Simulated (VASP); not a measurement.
A run of VASP 6.6.1:

Contents of INCAR:

```
SYSTEM = TiH5
PREC     = Accurate       ! precision mode
ENCUT    = 520            ! plane-wave cutoff, eV
EDIFF    = 1E-6           ! SCF threshold, eV
ISMEAR   = 0              ! smearing method
SIGMA    = 0.1            ! smearing width, eV
LREAL    = .False.        ! projectors in reciprocal space
LASPH    = .True.         ! aspherical terms in the spheres
NELM     = 150            ! most SCF steps
ALGO     = Normal         ! electronic algorithm
ISIF     = 2              ! what is computed and relaxed
LWAVE    = .False.        ! write WAVECAR
LCHARG   = .False.        ! write CHGCAR
ISPIN    = 2              ! spin polarisation
MAGMOM   = 1 0 0 0 0 0    ! initial moments
LORBIT   = 11             ! projections on sites
LMAXMIX  = 4              ! l up to which the mixer works
GGA      = PE             ! functional
NBANDS   = 22             ! bands
```

File KPOINTS:

```
Automatic mesh
0
Gamma
  6 6 4
  0 0 0
```

POSCAR

```
TiH5
1.0
    3.0117708331      0.0000000000      0.0000000000
   -1.5058854166      2.6082700519      0.0000000000
    0.0000000000      0.0000000000      3.8941918410
Ti H
1 5
Direct
    0.0000000000      0.0000000000      0.0000000000
    0.3333333333      0.6666666667      0.7665453696
    0.6666666667      0.3333333333      0.7665453696
    0.6666666667      0.3333333333      0.2334546304
    0.3333333333      0.6666666667      0.2334546304
    0.0000000000      0.0000000000      0.5000000000
```

Potentials or basis: VASP PAW PBE potentials, release 64 (Ti_sv, H).

Launch:

```sh
$ cat potpaw_PBE.64/Ti_sv/POTCAR potpaw_PBE.64/H/POTCAR > POTCAR
$ mpirun -np 1 vasp_std > vasp.out
```

Hardware: 1 thread of Intel(R) Xeon(R) 6975P-C (Granite Rapids), on a shared host.

**Question.** Estimate the wall time of this run.

**Answer.** Run time: 12 s on 1 thread of Intel(R) Xeon(R) 6975P-C (Granite Rapids) (shared host), peak memory 0.16 GiB. Counts: scf iterations 14, k points 21.
